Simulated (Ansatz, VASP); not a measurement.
# Two plane-wave programs on W

File INCAR:

```
SYSTEM = W
  PREC = Accurate
  ENCUT = 520
  EDIFF = 1E-7
  ISMEAR = 0
  SIGMA = 0.15
  LREAL = .FALSE.
  LASPH = .TRUE.
  NELM = 80
  ALGO = Fast
  ISIF = 2
  LWAVE = .FALSE.
  LCHARG = .FALSE.
  GGA = PS
  NBANDS = 36
```

File KPOINTS:

```
Automatic mesh
0
G
  23 23 7
  0 0 0
```

The input POSCAR:

```
W
1.0
   -1.5771801388      1.5771801388     -1.5771801388
   -1.5771801388     -1.5771801388      1.5771801388
    0.0000000000      6.6622739456      6.6622739456
W
4
Direct
    0.0000000000      0.0000000000      0.8285655214
    0.5000000000      0.5000000000      0.1183665031
    0.0000000000      0.0000000000      0.3550995092
    0.5000000000      0.5000000000      0.5918325153
```

Input for Ansatz:

```yaml
crystal:
  lattice:
    - [-1.5771801388, 1.5771801388, -1.5771801388]
    - [-1.5771801388, -1.5771801388, 1.5771801388]
    - [0.0, 6.6622739456, 6.6622739456]
  atoms:
    - { symbol: W, position: [0.0, 0.0, 0.8285655214] }
    - { symbol: W, position: [0.5, 0.5, 0.1183665031] }
    - { symbol: W, position: [0.0, 0.0, 0.3550995092] }
    - { symbol: W, position: [0.5, 0.5, 0.5918325153] }
basis:
  ecutwfc: 420
kpoints:
  mp_grid: { grid: [23, 23, 7] }
hamiltonian:
  xc: pbesol
scf:
  occupations: { method: gaussian, width: 0.15 }
output:
  forces: true
  stress: true
  eigenvalues: true
```

Alike in both runs: task single point; functional PBEsol; k mesh 23 × 23 × 7; occupations gaussian, width 0.15 eV; no spin polarisation.

```csv
,VASP,Ansatz
version,VASP 6.6.1,Ansatz 0.2.0
potentials or method,"VASP PAW PBE potentials, release 64 (W_sv), cutoff 520 eV","scalar-relativistic, plane waves, PAW"
valence electrons in the cell,56,56
```

|  | VASP | Ansatz | Ansatz less VASP |
| --- | --- | --- | --- |
| gap on the k mesh at the Fermi level (eV) | none | none | - |
| pressure (GPa) | -9.9 | -10.4 | -0.51 |
| traceless stress, the component that is largest in VASP (GPa) | -4.73 | -4.66 | +0.070 |
| rms of the force components (eV/Å) | 0.774 | 0.764 | -0.0101 |

VASP's potentials were made for PBE, not for PBEsol. Atom by atom the forces differ by 0.010 eV/Å (rms over components). A gap of «none» marks a metal or a gap that the smearing closes.

Neither program's run includes spin-orbit coupling.
